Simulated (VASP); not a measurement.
# NaH (P-6m2) in VASP: a series of runs

NaH is run at these levels: PBE; tasks: single point, relaxation of cell and atoms.

All numbers are computed with VASP 6.6.1; they aren't measurements. Logs are shortened: lines on timing, memory, paths and dates and some standing lists are left out, and cuts for length are marked.

## 1. The cell of the first run

Symmetry: P-6m2, No. 187, hexagonal system. Conventional cell: a = 3.308 Å, b = 3.308 Å, c = 3.025 Å, α = 90.00°, β = 90.00°, γ = 120.00°. Na (site symmetry -6m2) has 6 H at 2.44 Å and 2 Na at 3.03 Å within 3.2 Å. Within 3.2 Å of H (site symmetry -6m2) lie 6 Na at 2.44 Å and 2 H at 3.03 Å.

## 2. Single point, PBE

INCAR

```
SYSTEM = NaH
  PREC = Accurate
  ENCUT = 500
  EDIFF = 1E-6
  ISMEAR = 0
  SIGMA = 0.02
  LREAL = .False.
  LASPH = .True.
  NELM = 120
  ALGO = Normal
  ISIF = 2
  LWAVE = .False.
  LCHARG = .False.
  GGA = PE
  NBANDS = 11
  GGA_COMPAT = .False.
```

KPOINTS

```
Automatic mesh
0
Gamma
  12 12 10
  0 0 0
```

POSCAR

```
NaH
1.0
    3.3083145868      0.0000000000      0.0000000000
   -1.6541572934      2.8650844759      0.0000000000
    0.0000000000      0.0000000000      3.0251331538
Na H
1 1
Direct
    0.3333333333      0.6666666667      0.5000000000
    0.6666666667      0.3333333333      0.0000000000
```

Potentials or basis: VASP PAW PBE potentials, release 64 (Na_pv, H).

Command:

```console
> cat potpaw_PBE.64/Na_pv/POTCAR potpaw_PBE.64/H/POTCAR > POTCAR
> mpirun -np 1 vasp_std > vasp.out
```

OUTCAR:

```text
SYSTEM = NaH
   PREC = Accurate
   ENCUT = 500
   EDIFF = 1E-6
   ISMEAR = 0
   LREAL = .False.
   LASPH = .True.
   NELM = 120
   ISIF = 2
   GGA = PE

 ion  position               nearest neighbor table
   1  0.333  0.667  0.500-
   2  0.667  0.333  0.000-

  LATTYP: Found a hexagonal cell.
 ALAT       =     3.3083145868
 C/A-ratio  =     0.9144031120

  Lattice vectors:

 A1 = (   3.3083145868,   0.0000000000,   0.0000000000)
 A2 = (  -1.6541572934,   2.8650844759,   0.0000000000)
 A3 = (   0.0000000000,   0.0000000000,   3.0251331538)

Analysis of symmetry for initial positions (statically):
=====================================================================
 Subroutine PRICEL returns:
 Original cell was already a primitive cell.

 Routine SETGRP: Setting up the symmetry group for a
 hexagonal supercell.

 Subroutine GETGRP returns: Found 12 space group operations
 (whereof 12 operations were pure point group operations)
 out of a pool of 24 trial point group operations.

The static configuration has the point symmetry D_3h.

Analysis of symmetry for dynamics (positions and initial velocities):
=====================================================================
 Subroutine PRICEL returns:
 Original cell was already a primitive cell.

 Routine SETGRP: Setting up the symmetry group for a
 hexagonal supercell.

 Subroutine GETGRP returns: Found 12 space group operations
 (whereof 12 operations were pure point group operations)
 out of a pool of 24 trial point group operations.

The dynamic configuration has the point symmetry D_3h.

 Subroutine INISYM returns: Found 12 space group operations
 (whereof 12 operations are pure point group operations),
 and found     1 'primitive' translations

----------------------------------------------------------------------------------------

                                     Primitive cell

  volume of cell :      28.6740

  direct lattice vectors                    reciprocal lattice vectors
     3.308314587  0.000000000  0.000000000     0.302268715  0.174514924  0.000000000
    -1.654157293  2.865084476  0.000000000     0.000000000  0.349029848  0.000000000
     0.000000000  0.000000000  3.025133154     0.000000000  0.000000000  0.330563962

  length of vectors
[... 80 lines left out ...]
   ENCUT  =  500.0 eV  36.75 Ry    6.06 a.u.   6.03  6.03  5.52*2*pi/ulx,y,z
   NELM   =    120;   NELMIN=  2; NELMDL= -5     # of ELM steps
   EDIFF  = 0.1E-05   stopping-criterion for ELM
   LREAL  =      F    real-space projection
   EDIFFG = 0.1E-04   stopping-criterion for IOM
   NSW    =      0    number of steps for IOM
   IBRION =     -1    ionic relax: 0-MD 1-quasi-New 2-CG
   NFREE  =      0    steps in history (QN), initial steepest desc. (CG)
   ISIF   =      2    stress and relaxation
   ISYM   =      2    0-nonsym 1-usesym 2-fastsym
   POTIM  = 0.5000    time-step for ionic-motion
   TEBEG  =    0.0;   TEEND  =   0.0 temperature during run
   PSTRESS=    0.0 pullay stress
   NELECT =       8.0000    total number of electrons
   NUPDOWN=      -1.0000    fix difference up-down
   EMIN   =  10.00;   EMAX   =-10.00  energy-range for DOS
   EFERMI =   0.00;   METHOD = LEGACY
   ISMEAR =     0;   SIGMA  =   0.02  broadening in eV -4-tet -1-fermi 0-gaus
   EFERMI_NEDOS =   21; number of points for ismear=-14 and -15
   IALGO  =     38    algorithm
   IMIX   =      4    mixing-type and parameters
     AMIX     =   0.40;   BMIX     =  1.00
     AMIX_MAG =   1.60;   BMIX_MAG =  1.00
  volume/ion in A,a.u.               =      14.34        96.75
  Fermi-wavevector in a.u.,A,eV,Ry     =   1.069733  2.021502 15.569527  1.144328
  Thomas-Fermi vector in A             =   2.205421
   LORBIT       =      0    0 simple, 1 ext, 2 COOP (PROOUT), +10 PAW based schemes
   GGA     = PE    functional components
   LHFCALC =     F    Hartree Fock is set to
   AEXX    =    0.0000 exact exchange contribution
   IVDW    =     0    specifies the selected vdW correction
   LEPSILON=     F    determine dielectric tensor
   LRPA    =     F    only Hartree local field effects (RPA)
 non-spin polarized calculation
 Gauss-broadening in eV      SIGMA  =   0.02
  energy-cutoff  :      500.00
  volume of cell :       28.67
 maximum number of plane-waves:       747
   NGX = 13   NGY = 13   NGZ = 11

 number of electron       7.9999998 magnetization

 Free energy of the ion-electron system (eV)
  ---------------------------------------------------
  ext. energy  EPLUGINS =         0.00000000
  ---------------------------------------------------
  free energy    TOTEN  =        -4.92101045 eV

  energy without entropy =       -4.92101045  energy(sigma->0) =       -4.92101045

 E-fermi :  -0.1497     XC(G=0):  -7.6949

 val. band max:       -0.3223154236   @ k =   0.3333   0.3333   0.5000
 cond. band min:       1.9843821518   @ k =   0.0000   0.0000   0.5000
 fundamental gap:      2.3066975754
 Fermi energy:        -0.1496871066

 k-point     1 :       0.0000    0.0000    0.0000
  band No.  band energies     occupation
      1     -23.4567      2.00000
      2     -23.4567      2.00000
      3     -23.4139      2.00000
      4      -4.6858      2.00000
      5       8.3440      0.00000
      6      12.1689      0.00000
      7      12.9880      0.00000
      8      13.0719      0.00000
      9      13.0719      0.00000
     10      15.5842      0.00000
     11      15.5842      0.00000
[... 309 lines left out ...]
 k-point    24 :       0.3333    0.0000    0.1000
  band No.  band energies     occupation
      1     -23.5270      2.00000
      2     -23.4714      2.00000
      3     -23.4197      2.00000
      4      -2.9453      2.00000
      5       4.0559      0.00000
      6       9.5537      0.00000
      7      10.9021      0.00000
      8      11.5267      0.00000
      9      16.0876      0.00000
     10      18.0409      0.00000
     11      20.9851      0.00000

 [... further k-points ...]
[... 5 lines left out ...]
  --------------------------------------------------------------------------------------
  -------------------------------------------------------------------------------------
  Total       -0.0038731     -0.0038731     -0.0143210      0.0000000     -0.0000000     -0.0000000
  in kB       -0.2164139     -0.2164139     -0.8001946      0.0000000     -0.0000000     -0.0000000
  external PRESSURE =      -0.4110074 kB  Pullay stress =       0.0000000 kB

 VOLUME and BASIS-vectors are now :
 -----------------------------------------------------------------------------
  energy-cutoff  :      500.00
  volume of cell :       28.67
      direct lattice vectors                 reciprocal lattice vectors
     3.308314587  0.000000000  0.000000000     0.302268715  0.174514924  0.000000000
    -1.654157293  2.865084476  0.000000000     0.000000000  0.349029848  0.000000000
     0.000000000  0.000000000  3.025133154     0.000000000  0.000000000  0.330563962

 POSITION                                       TOTAL-FORCE (eV/Angst)
 -----------------------------------------------------------------------------------
     -0.00000      1.91006      1.51257         0.000000     -0.000000      0.000000
      1.65416      0.95503      0.00000        -0.000000      0.000000      0.000000
 -----------------------------------------------------------------------------------
    total drift:                                0.000000     -0.000000     -0.000000

  FREE ENERGIE OF THE ION-ELECTRON SYSTEM (eV)
  ---------------------------------------------------
  free  energy   TOTEN  =        -4.9210104510 eV

  energy  without entropy=       -4.9210104510  energy(sigma->0) =       -4.92101045
```

OSZICAR:

```text
N       E                     dE             d eps       ncg     rms          rms(c)
DAV:   1     0.359718993847E+02    0.35972E+02   -0.45592E+03  2508   0.757E+02
DAV:   2    -0.410403213606E+01   -0.40076E+02   -0.39444E+02  2585   0.192E+02
DAV:   3    -0.538823826033E+01   -0.12842E+01   -0.12824E+01  3100   0.329E+01
DAV:   4    -0.539594164518E+01   -0.77034E-02   -0.77027E-02  2839   0.257E+00
DAV:   5    -0.539600568631E+01   -0.64041E-04   -0.64041E-04  2938   0.242E-01    0.324E+00
DAV:   6    -0.502058499508E+01    0.37542E+00   -0.36766E-01  2917   0.289E+00    0.150E+00
DAV:   7    -0.491525256301E+01    0.10533E+00   -0.38269E-01  2843   0.228E+00    0.388E-01
DAV:   8    -0.492115125982E+01   -0.58987E-02   -0.12884E-02  2678   0.104E+00    0.866E-02
DAV:   9    -0.492100450886E+01    0.14675E-03   -0.18832E-03  2964   0.419E-01    0.264E-02
DAV:  10    -0.492099999501E+01    0.45139E-05   -0.12927E-04  2741   0.670E-02    0.608E-03
DAV:  11    -0.492101046405E+01   -0.10469E-04   -0.14515E-05  2744   0.185E-02    0.437E-03
DAV:  12    -0.492101045097E+01    0.13085E-07   -0.70521E-07  2967   0.470E-03
   1 F= -.49210105E+01 E0= -.49210105E+01  d E =-.691197E-37
```

stdout:

```text
POSCAR found type information on POSCAR NaH
 POSCAR found :  2 types and       2 ions
 scaLAPACK will be used
 LDA part: xc-table for (Slater+PW92), standard interpolation
 POSCAR, INCAR and KPOINTS ok, starting setup
 FFT: planning ... GRIDC
 FFT: planning ... GRID_SOFT
 FFT: planning ... GRID
 WAVECAR not read
 entering main loop
```

It took 21 s on 1 thread of AMD EPYC 7R43 (Zen 3), shared host; peak memory 0.12 GiB.

Results:

```yaml
Free_energy: -4.9210 eV
Pressure: 0.0 GPa
Band_gap_on_the_k_mesh: 2.31 eV, indirect (least direct gap 4.32 eV)
```

## 3. Relaxation of cell and atoms, PBE

INCAR

```
SYSTEM = NaH
PREC = Accurate
ENCUT = 500
EDIFF = 1E-7
ISMEAR = 0
SIGMA = 0.02
LREAL = .FALSE.
LASPH = .TRUE.
NELM = 120
ALGO = Normal
ISIF = 3
LWAVE = .FALSE.
LCHARG = .FALSE.
GGA = PE
IBRION = 2
NSW = 100
EDIFFG = -0.01
GGA_COMPAT = .FALSE.
NELMIN = 4
```

KPOINTS

```
regular mesh
0
G
  12 12 10
  0 0 0
```

POSCAR is that of step 2.

Potentials or basis: VASP PAW PBE potentials, release 64 (Na_pv, H).

Command:

```console
> cat potpaw_PBE.64/Na_pv/POTCAR potpaw_PBE.64/H/POTCAR > POTCAR
> mpirun -np 1 vasp_std > vasp.out
```

Run time: 17 s. Hardware: 1 thread of AMD EPYC 7R43 (Zen 3), shared host; peak memory 0.11 GiB.

The run converged. Its results:

```
Free energy             : -4.9210 eV
Pressure after relaxing : 0.0 GPa
Band gap on the k mesh  : 2.31 eV, indirect (least direct gap 4.32 eV)
```

Final structure:
```
Na H
1.0
     3.30831    0.00000    0.00000
    -1.65416    2.86508    0.00000
     0.00000    0.00000    3.02513
Na H
1 1
Cartesian
  0.0000 1.9101 1.5126
  1.6542 0.9550 0.0000
```

Levels at points of the mesh, in eV from the valence-band top:
```tsv
k point	band 1	band 2	band 3	band 4	band 5	band 6	band 7	band 8
(0.00, 0.00, 0.00)	-23.13	-23.13	-23.09	-4.36	8.67	12.49	13.31	13.39
(0.50, 0.00, 0.00)	-23.23	-23.16	-23.08	-1.81	2.63	9.56	10.71	14.29
(0.00, 0.00, 0.50)	-23.24	-23.12	-23.12	-2.01	2.31	11.85	16.57	16.57
(0.50, 0.00, 0.50)	-23.22	-23.21	-23.14	-0.29	5.81	5.94	7.74	12.65
```

Caveat: the relaxation stopped at its first step, so nothing moved. A k mesh can miss the band edges.
